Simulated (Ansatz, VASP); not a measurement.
## Two plane-wave programs on MgO2

```
CELL_PARAMETERS angstrom
1.54057 0.88945 3.21446
-1.54057 0.88945 3.21446
0.00000 -1.77890 3.21446
ATOMIC_POSITIONS crystal
Mg 0.00000 0.00000 0.00000
O 0.42879 0.42879 0.42879
O 0.57121 0.57121 0.57121
```

Change from the starting cell: strain -0.040 along x and y, -0.080 along z, atoms carried along.

Alike in both runs: task single point; functional r2SCAN; k mesh 12 × 12 × 12; occupations gaussian, width 0.05 eV; no spin polarisation.

|  | VASP | Ansatz |
| --- | --- | --- |
| version | VASP 6.6.1 | Ansatz 0.2.0 |
| potentials or method | VASP PAW PBE potentials, release 64 (Mg, O), cutoff 520 eV | scalar-relativistic, plane waves, PAW |
| valence electrons in the cell | 14 | 22 |

Ansatz gave:

* gap on the k mesh at the Fermi level (eV): 4.35
* least direct gap on the mesh (eV): 4.58
* pressure (GPa): 27.7
* traceless stress, the component that is largest in VASP (GPa): 28.12
* rms of the force components (eV/Å): 1.117

Problem. Which values does VASP return?

Solution. gap on the k mesh at the Fermi level (eV): 4.32; least direct gap on the mesh (eV): 4.55; pressure (GPa): 27.8; traceless stress, the component that is largest in VASP (GPa): 30.66; rms of the force components (eV/Å): 1.307.

VASP's potentials were made for PBE, not for r2SCAN. Atom by atom the forces differ by 0.191 eV/Å (rms over components). VASP's potentials hold 14 valence electrons a cell and Ansatz's 22, so a difference there can come from the potentials and not from the codes.
